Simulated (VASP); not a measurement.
**Ge: single point with PBE+D3(BJ)**

**The experiment to reproduce.**

From “Temperature-dependent photoluminescence in Ge: experiment and theory”, 2020, arxiv:2003.00143, for a bulk crystal of Ge at 0 K: band gap 0.744 eV (indirect).

The system is Ge.

```xyz
2
Lattice="0.0000 2.8499 2.8499 2.8499 0.0000 2.8499 2.8499 2.8499 0.0000" Properties=species:S:1:pos:R:3 pbc="T T T"
Ge    2.8499    2.8499    2.8499
Ge    4.2748    4.2748    4.2748
```

- Program: VASP 6.6.1
- Task: single point
- Functional: PBE
- Dispersion: D3(BJ)
- Potentials or basis: VASP PAW PBE potentials, release 64 (Ge_d)
- Cutoff: 520 eV
- k mesh: 14 × 14 × 14
- Occupations: gaussian, width 0.1 eV
- Spin: no spin polarisation

* Pressure: -0.1 GPa
* Band gap on the k mesh: zero (filled and empty bands touch)
* Dispersion energy per atom: -0.290 eV

Levels at points of the mesh, in eV from the Fermi level:
| k point | band 11 | band 12 | band 13 | band 14 | band 15 | band 16 | band 17 | band 18 |
| --- | --- | --- | --- | --- | --- | --- | --- | --- |
| (0.00, 0.00, 0.00) | -12.63 | -0.19 | -0.03 | -0.03 | -0.03 | 2.52 | 2.52 | 2.52 |
| (0.50, 0.00, 0.00) | -10.60 | -7.52 | -1.40 | -1.40 | 0.09 | 3.71 | 3.71 | 7.10 |
| (0.50, 0.50, 0.00) | -8.83 | -8.83 | -3.02 | -3.02 | 0.76 | 0.76 | 9.31 | 9.31 |

It took 110 s on 1 thread of Intel(R) Xeon(R) Platinum 8259CL CPU @ 2.50GHz (Skylake/Cascade Lake), with other jobs on the host, peak memory 0.22 GiB.

Measured gap of Ge: 0.744 eV (indirect; 0 K; “Temperature-dependent photoluminescence in Ge: experiment and theory”, 2020, arxiv:2003.00143). This calculation gives 0.00 eV (-0.74 eV). 3 values of this kind are on record (0.666 to 0.807 eV); this one was drawn at random among those near their median. Spin-orbit coupling on Ge is left out. The value is that of PBE+D3(BJ) on a finite k mesh, which can miss the band edges, without temperature or zero-point motion. Semilocal functionals fall short of measured gaps as a rule.

Caveat: pairwise dispersion overbinds metals, which lowers pressure and volume.
